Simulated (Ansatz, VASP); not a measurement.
Al: VASP beside Ansatz

```
Al
1.0
     0.00000    2.07458    2.07458
     2.07458    0.00000    2.07458
     2.07458    2.07458    0.00000
Al
1
Direct
  0.00000 0.00000 0.00000
```

Change from the starting cell: strain +0.025 along x and y, +0.025 along z, atoms carried along.

Alike in both runs: task single point; functional PBEsol; k mesh 20 × 20 × 20; occupations gaussian, width 0.15 eV; no spin polarisation.

|  | VASP | Ansatz |
| --- | --- | --- |
| version | VASP 6.6.1 | Ansatz 0.2.0 |
| potentials or method | VASP PAW PBE potentials, release 64 (Al), cutoff 520 eV | scalar-relativistic, plane waves, PAW |
| valence electrons in the cell | 3 | 3 |

|  | VASP | Ansatz | Ansatz less VASP |
| --- | --- | --- | --- |
| gap on the k mesh at the Fermi level (eV) | none | none | - |
| pressure (GPa) | -6.4 | -6.4 | -0.03 |

VASP's potentials were made for PBE, not for PBEsol. A gap of «none» marks a metal or a gap that the smearing closes.
